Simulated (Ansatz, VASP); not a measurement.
## LiF in VASP and in Ansatz

Contents of INCAR:

```
PREC     = Accurate       # precision mode
ENCUT    = 520            # plane-wave cutoff, eV
EDIFF    = 1E-7           # SCF threshold, eV
ISMEAR   = 0              # smearing method
SIGMA    = 0.05           # smearing width, eV
LREAL    = F              # projectors in reciprocal space
LASPH    = T              # aspherical terms in the spheres
NELM     = 60             # most SCF steps
ALGO     = Normal         # electronic algorithm
ISIF     = 2              # what is computed and relaxed
LWAVE    = F              # write WAVECAR
LCHARG   = F              # write CHGCAR
GGA      = PE             # functional
NBANDS   = 18             # bands
```

The input KPOINTS:

```
Automatic mesh
0
Gamma
  9 9 6
```

The input POSCAR:

```
LiF
1.0
    3.1094393350      0.0000000000      0.0000000000
   -1.5547196675      2.6928534557      0.0000000000
    0.0000000000      0.0000000000      4.9539587486
Li F
2 2
Direct
    0.3333333333      0.6666666667      0.3402706354
    0.6666666667      0.3333333333      0.8402706354
    0.3333333333      0.6666666667      0.9939266766
    0.6666666667      0.3333333333      0.4939266766
```

Input for Ansatz:

```yaml
crystal:
  lattice:
    - [3.109439335, 0.0, 0.0]
    - [-1.5547196675, 2.6928534557, 0.0]
    - [0.0, 0.0, 4.9539587486]
  atoms:
    - { symbol: Li, position: [0.3333333333, 0.6666666667, 0.3402706354] }
    - { symbol: Li, position: [0.6666666667, 0.3333333333, 0.8402706354] }
    - { symbol: F, position: [0.3333333333, 0.6666666667, 0.9939266766] }
    - { symbol: F, position: [0.6666666667, 0.3333333333, 0.4939266766] }
basis:
  ecutwfc: 520.0
kpoints:
  mp_grid: { grid: [9, 9, 6] }
hamiltonian:
  xc: pbe
scf:
  occupations: { method: gaussian, width: 0.05 }
output:
  forces: true
  stress: true
  eigenvalues: true
```

Alike in both runs: task single point; functional PBE; k mesh 9 × 9 × 6; occupations gaussian, width 0.05 eV; no spin polarisation.

```csv
,VASP,Ansatz
version,VASP 6.6.1,Ansatz 0.2.0
potentials or method,"VASP PAW PBE potentials, release 64 (Li_sv, F), cutoff 520 eV","scalar-relativistic, plane waves, PAW"
valence electrons in the cell,20,20
```

|  | VASP | Ansatz | Ansatz less VASP |
| --- | --- | --- | --- |
| gap on the k mesh at the Fermi level (eV) | 7.59 | 7.60 | +0.012 |
| least direct gap on the mesh (eV) | 7.59 | 7.60 | +0.012 |
| rms of the force components (eV/Å) | 0.535 | 0.510 | -0.0255 |

Atom by atom the forces differ by 0.025 eV/Å (rms over components).

Noted on VASP's run: the cutoff is short for stress, so the pressure is rough.
